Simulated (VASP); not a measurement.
# Mn (Fm-3m) in VASP: notebook

Mn is run at these levels: PBE; tasks: single point.

All numbers are computed with VASP 6.6.1; they aren't measurements. Logs are shortened: lines on timing, memory, paths and dates and some standing lists are left out, and cuts for length are marked.

## (1) The cell of the first run

The structure is cubic, space group Fm-3m (No. 225). The conventional cell has a = 3.863 Å, b = 3.863 Å, c = 3.863 Å, α = 90.00°, β = 90.00°, γ = 90.00°. Mn (site symmetry m-3m) has 12 Mn at 2.73 Å within 3.6 Å.

## (2) Single point, PBE, collinear spin, ferromagnetic start

INCAR reads:

```
  PREC = Accurate
  ENCUT = 520
  EDIFF = 1E-6
  ISMEAR = -1
  SIGMA = 0.05
  LREAL = False
  LASPH = True
  NELM = 150
  ALGO = Normal
  ISIF = 2
  LWAVE = False
  LCHARG = False
  ISPIN = 2
  MAGMOM = 4
  LORBIT = 11
  LMAXMIX = 4
  GGA = PE
  NBANDS = 16
```

KPOINTS reads:

```
Automatic mesh
0
Gamma
  16 16 16
```

POSCAR reads:

```
Mn
1.0
    0.0000000000      1.9315000000      1.9315000000
    1.9315000000      0.0000000000      1.9315000000
    1.9315000000      1.9315000000      0.0000000000
Mn
1
Direct
    0.0000000000      0.0000000000      0.0000000000
```

Potentials or basis: VASP PAW PBE potentials, release 64 (Mn_pv).

Command:

```bash
cat potpaw_PBE.64/Mn_pv/POTCAR > POTCAR
mpirun -np 1 vasp_std > vasp.out
```

OUTCAR:

```text
PREC = Accurate
   ENCUT = 520
   EDIFF = 1E-6
   ISMEAR = -1
   LREAL = False
   LASPH = True
   NELM = 150
   ISIF = 2
   ISPIN = 2
   LORBIT = 11
   GGA = PE

 ion  position               nearest neighbor table
   1  0.000  0.000  0.000-

  LATTYP: Found a face centered cubic cell.
 ALAT       =     3.8630000000

  Lattice vectors:

 A1 = (   0.0000000000,   1.9315000000,   1.9315000000)
 A2 = (   1.9315000000,   0.0000000000,   1.9315000000)
 A3 = (   1.9315000000,   1.9315000000,   0.0000000000)

Analysis of symmetry for initial positions (statically):
=====================================================================
 Subroutine PRICEL returns:
 Original cell was already a primitive cell.

 Routine SETGRP: Setting up the symmetry group for a
 face centered cubic supercell.

 Subroutine GETGRP returns: Found 48 space group operations
 (whereof 48 operations were pure point group operations)
 out of a pool of 48 trial point group operations.

The static configuration has the point symmetry O_h .

Analysis of symmetry for dynamics (positions and initial velocities):
=====================================================================
 Subroutine PRICEL returns:
 Original cell was already a primitive cell.

 Routine SETGRP: Setting up the symmetry group for a
 face centered cubic supercell.

 Subroutine GETGRP returns: Found 48 space group operations
 (whereof 48 operations were pure point group operations)
 out of a pool of 48 trial point group operations.

The dynamic configuration has the point symmetry O_h .

Analysis of structural, dynamic, and magnetic symmetry:
=====================================================================
 Subroutine PRICEL returns:
 Original cell was already a primitive cell.

 Routine SETGRP: Setting up the symmetry group for a
 face centered cubic supercell.

 Subroutine GETGRP returns: Found 48 space group operations
 (whereof 48 operations were pure point group operations)
 out of a pool of 48 trial point group operations.

The overall configuration has the point symmetry O_h .

 Subroutine INISYM returns: Found 48 space group operations
 (whereof 48 operations are pure point group operations),
 and found     1 'primitive' translations

----------------------------------------------------------------------------------------

                                     Primitive cell

  volume of cell :      14.4117

  direct lattice vectors                    reciprocal lattice vectors
     0.000000000  1.931500000  1.931500000    -0.258866166  0.258866166  0.258866166
     1.931500000  0.000000000  1.931500000     0.258866166 -0.258866166  0.258866166
     1.931500000  1.931500000  0.000000000     0.258866166  0.258866166 -0.258866166

  length of vectors
     2.731553496  2.731553496  2.731553496     0.448369352  0.448369352  0.448369352

  position of ions in fractional coordinates (direct lattice)
     0.000000000  0.000000000  0.000000000

  ion indices of the primitive-cell ions
   primitive index   ion index
                 1           1

----------------------------------------------------------------------------------------

 KPOINTS: Automatic mesh

Automatic generation of k-mesh.
 Grid dimensions read from file:
 generate k-points for:   16   16   16

 Generating k-lattice:

  Cartesian coordinates                     Fractional coordinates (reciprocal lattice)
    -0.016179135  0.016179135  0.016179135     0.062500000  0.000000000  0.000000000
     0.016179135 -0.016179135  0.016179135     0.000000000  0.062500000  0.000000000
     0.016179135  0.016179135 -0.016179135     0.000000000  0.000000000  0.062500000

  Length of vectors
     0.028023085  0.028023085  0.028023085

  Shift w.r.t. Gamma in fractional coordinates (k-lattice)
     0.000000000  0.000000000  0.000000000

 Subroutine IBZKPT returns following result:
 ===========================================

 Found    145 irreducible k-points:

 Following reciprocal coordinates:
            Coordinates               Weight
  0.000000  0.000000  0.000000      1.000000
  0.062500  0.000000  0.000000      8.000000
  0.125000  0.000000  0.000000      8.000000
  0.187500  0.000000  0.000000      8.000000
  0.250000  0.000000  0.000000      8.000000
  0.312500  0.000000  0.000000      8.000000
[... 16 lines left out ...]
 -0.125000  0.062500  0.000000     24.000000
 -0.062500  0.062500  0.000000     12.000000
 [... further k-points ...]
   k-points           NKPTS =    145   k-points in BZ     NKDIM =    145   number of bands    NBANDS=     16
   number of dos      NEDOS =    301   number of ions     NIONS =      1
   total plane-waves  NPLWV =   8000
   dimension x,y,z NGX =    20 NGY =   20 NGZ =   20
   dimension x,y,z NGXF=    40 NGYF=   40 NGZF=   40
   ions per type =               1
   NGX,Y,Z   is equivalent  to a cutoff of  12.17, 12.17, 12.17 a.u.
   NGXF,Y,Z  is equivalent  to a cutoff of  24.34, 24.34, 24.34 a.u.
 SYSTEM =  unknown system
   PREC   = accura    normal or accurate (medium, high low for compatibility)
   ISTART =      0    job   : 0-new  1-cont  2-samecut
   ICHARG =      2    charge: 1-file 2-atom 10-const
   ISPIN  =      2    spin polarized calculation?
   LNONCOLLINEAR =      F non collinear calculations
   LSORBIT =      F    spin-orbit coupling
   LASPH  =      T    aspherical Exc in radial PAW
   ENCUT  =  520.0 eV  38.22 Ry    6.18 a.u.   5.08  5.08  5.08*2*pi/ulx,y,z
   NELM   =    150;   NELMIN=  2; NELMDL= -5     # of ELM steps
   EDIFF  = 0.1E-05   stopping-criterion for ELM
   LREAL  =      F    real-space projection
   EDIFFG = 0.1E-04   stopping-criterion for IOM
   NSW    =      0    number of steps for IOM
   IBRION =     -1    ionic relax: 0-MD 1-quasi-New 2-CG
   NFREE  =      0    steps in history (QN), initial steepest desc. (CG)
   ISIF   =      2    stress and relaxation
   ISYM   =      2    0-nonsym 1-usesym 2-fastsym
   POTIM  = 0.5000    time-step for ionic-motion
   TEBEG  =    0.0;   TEEND  =   0.0 temperature during run
   PSTRESS=    0.0 pullay stress
   NELECT =      13.0000    total number of electrons
   NUPDOWN=      -1.0000    fix difference up-down
   EMIN   =  10.00;   EMAX   =-10.00  energy-range for DOS
   EFERMI =   0.00;   METHOD = LEGACY
   ISMEAR =    -1;   SIGMA  =   0.05  broadening in eV -4-tet -1-fermi 0-gaus
   EFERMI_NEDOS =   21; number of points for ismear=-14 and -15
   IALGO  =     38    algorithm
   IMIX   =      4    mixing-type and parameters
     AMIX     =   0.40;   BMIX     =  1.00
     AMIX_MAG =   1.60;   BMIX_MAG =  1.00
  volume/ion in A,a.u.               =      14.41        97.25
  Fermi-wavevector in a.u.,A,eV,Ry     =   1.581799  2.989166 34.042966  2.502087
  Thomas-Fermi vector in A             =   2.681819
   LORBIT       =     11    0 simple, 1 ext, 2 COOP (PROOUT), +10 PAW based schemes
   GGA     = PE    functional components
   LHFCALC =     F    Hartree Fock is set to
   AEXX    =    0.0000 exact exchange contribution
   IVDW    =     0    specifies the selected vdW correction
   LEPSILON=     F    determine dielectric tensor
   LRPA    =     F    only Hartree local field effects (RPA)
 spin polarized calculation
  energy-cutoff  :      520.00
  volume of cell :       14.41
 maximum number of plane-waves:       399
   NGX = 11   NGY = 11   NGZ = 11

 number of electron      13.0000009 magnetization       2.8829865

 Free energy of the ion-electron system (eV)
  ---------------------------------------------------
  ext. energy  EPLUGINS =         0.00000000
  ---------------------------------------------------
  free energy    TOTEN  =        -8.42755831 eV

  energy without entropy =       -8.40588400  energy(sigma->0) =       -8.41672116

 E-fermi :   7.1694     XC(G=0): -12.2580

 val. band max:        7.1650385933   @ k =  -0.3750   0.3750   0.0000
 cond. band min:       7.1709294078   @ k =   0.5000   0.3125   0.0625
 fundamental gap:      0.0058908144
 Fermi energy:         7.1693960851

 spin component 1

 k-point     1 :       0.0000    0.0000    0.0000
  band No.  band energies     occupation
      1     -41.7074      1.00000
      2     -41.7074      1.00000
      3     -41.7074      1.00000
      4      -0.3407      1.00000
      5       5.4225      1.00000
      6       5.4225      1.00000
[... 8 lines left out ...]
     15      33.0608      0.00000
     16      33.0608      0.00000

 k-point     2 :       0.0625    0.0000    0.0000
  band No.  band energies     occupation
      1     -41.7179      1.00000
      2     -41.7089      1.00000
      3     -41.7089      1.00000
      4      -0.2103      1.00000
      5       5.3817      1.00000
      6       5.4561      1.00000
[... 8 lines left out ...]
     15      33.3129      0.00000
     16      33.5359      0.00000
[... 387 lines left out ...]
      5       5.1823      1.00000
      6       5.5849      1.00000
[... 8 lines left out ...]
     15      33.3391      0.00000
     16      35.9857      0.00000

 k-point    24 :      -0.0625    0.0625    0.0000
  band No.  band energies     occupation
      1     -41.7328      1.00000
      2     -41.7152      1.00000
      3     -41.7095      1.00000
      4       0.0042      1.00000
      5       5.3078      1.00000
      6       5.5053      1.00000
[... 8 lines left out ...]
     15      33.1495      0.00000
     16      35.0095      0.00000

 [... further k-points ...]

 spin component 2

 k-point     1 :       0.0000    0.0000    0.0000
  band No.  band energies     occupation
      1     -38.6559      1.00000
      2     -38.6559      1.00000
      3     -38.6559      1.00000
      4       0.1915      1.00000
      5       7.8482      0.00000
      6       7.8482      0.00000
[... 8 lines left out ...]
     15      34.0329      0.00000
     16      34.0329      0.00000

 k-point     2 :       0.0625    0.0000    0.0000
  band No.  band energies     occupation
      1     -38.6678      1.00000
      2     -38.6575      1.00000
      3     -38.6575      1.00000
      4       0.3226      1.00000
      5       7.7886      0.00000
      6       7.8862      0.00000
[... 8 lines left out ...]
     15      34.2121      0.00000
     16      34.2121      0.00000
[... 387 lines left out ...]
      5       7.5015      0.00130
      6       8.0509      0.00000
[... 8 lines left out ...]
     15      34.2065      0.00000
     16      36.4759      0.00000

 k-point    24 :      -0.0625    0.0625    0.0000
  band No.  band energies     occupation
      1     -38.6845      1.00000
      2     -38.6646      1.00000
      3     -38.6582      1.00000
      4       0.5386      1.00000
      5       7.6872      0.00003
      6       7.9430      0.00000
[... 8 lines left out ...]
     15      34.1072      0.00000
     16      35.6484      0.00000

 [... further k-points ...]
[... 5 lines left out ...]
  --------------------------------------------------------------------------------------
  -------------------------------------------------------------------------------------
  Total       -1.0871452     -1.0871452     -1.0871452      0.0000000     -0.0000000     -0.0000000
  in kB     -120.8603913   -120.8603913   -120.8603913      0.0000000     -0.0000000     -0.0000000
  external PRESSURE =    -120.8603913 kB  Pullay stress =       0.0000000 kB

 VOLUME and BASIS-vectors are now :
 -----------------------------------------------------------------------------
  energy-cutoff  :      520.00
  volume of cell :       14.41
      direct lattice vectors                 reciprocal lattice vectors
     0.000000000  1.931500000  1.931500000    -0.258866166  0.258866166  0.258866166
     1.931500000  0.000000000  1.931500000     0.258866166 -0.258866166  0.258866166
     1.931500000  1.931500000  0.000000000     0.258866166  0.258866166 -0.258866166

 POSITION                                       TOTAL-FORCE (eV/Angst)
 -----------------------------------------------------------------------------------
      0.00000      0.00000      0.00000        -0.000000      0.000000     -0.000000
 -----------------------------------------------------------------------------------
    total drift:                               -0.000000     -0.000000     -0.000000

  FREE ENERGIE OF THE ION-ELECTRON SYSTEM (eV)
  ---------------------------------------------------
  free  energy   TOTEN  =        -8.4275583096 eV

  energy  without entropy=       -8.4058840049  energy(sigma->0) =       -8.41672116

 total charge

# of ion       s       p       d       tot
------------------------------------------
    1        0.336   6.247   4.979  11.562

 magnetization (x)

# of ion       s       p       d       tot
------------------------------------------
    1       -0.006  -0.001   2.825   2.819
```

Run time: 67 s. Hardware: 1 thread of AMD EPYC 9R45 (Zen 5), shared host; peak memory 0.12 GiB.

Results:

- Free energy: -8.4276 eV
- Pressure: -12.1 GPa
- Net moment: 2.88 μB per cell
- Site moments: Mn +2.82 μB
- Valence electrons inside the program's atomic spheres: Mn 11.56

## (3) Single point, PBE, collinear spin, ferromagnetic start

INCAR reads:

```
SYSTEM = Mn
ALGO = Normal
EDIFF = 1E-6
ENCUT = 520
GGA = PE
ISIF = 2
ISMEAR = -1
ISPIN = 2
LASPH = .True.
LCHARG = .True.
LELF = .True.
LMAXMIX = 4
LORBIT = 11
LREAL = .False.
LVHAR = .True.
LWAVE = .False.
MAGMOM = 4
NBANDS = 16
NELM = 150
PREC = Accurate
SIGMA = 0.05
```

KPOINTS reads:

```
k-points
0
Gamma
  16 16 16
  0 0 0
```

POSCAR is that of step 2.

Potentials or basis: VASP PAW PBE potentials, release 64 (Mn_pv).

Command:

```bash
cat potpaw_PBE.64/Mn_pv/POTCAR > POTCAR
mpirun -np 1 vasp_std > vasp.out
```

Wall time 61 s (1 thread of AMD EPYC 9R45 (Zen 5), shared host); peak memory 0.13 GiB.

The run converged. Its results:

| Item | Value |
| --- | --- |
| Free energy | -8.4276 eV |
| Pressure | -12.1 GPa |
| Net moment | 2.88 μB per cell |
| Site moments | Mn +2.82 μB |
| Valence electrons inside the program's atomic spheres | Mn 11.56 |

Levels at points of the mesh, in eV from the Fermi level:
Spin up:
```csv
k point,band 6,band 7,band 8,band 9,band 10,band 11
"(0.00, 0.00, 0.00)",-1.75,-1.75,-0.88,-0.88,18.95,22.68
"(0.50, 0.00, 0.00)",-1.92,-0.12,-0.01,-0.01,5.43,17.92
"(0.50, 0.50, 0.00)",-0.17,0.26,0.26,2.13,8.31,12.35
```
Spin down:
| k point | band 2 | band 3 | band 4 | band 5 | band 6 | band 7 | band 8 | band 9 |
| --- | --- | --- | --- | --- | --- | --- | --- | --- |
| (0.00, 0.00, 0.00) | -45.83 | -45.83 | -6.98 | 0.68 | 0.68 | 0.68 | 2.23 | 2.23 |
| (0.50, 0.00, 0.00) | -45.87 | -45.87 | -2.55 | 0.27 | 0.74 | 0.74 | 2.90 | 2.90 |
| (0.50, 0.50, 0.00) | -45.94 | -45.94 | -2.20 | -1.49 | 2.68 | 2.99 | 2.99 | 3.06 |
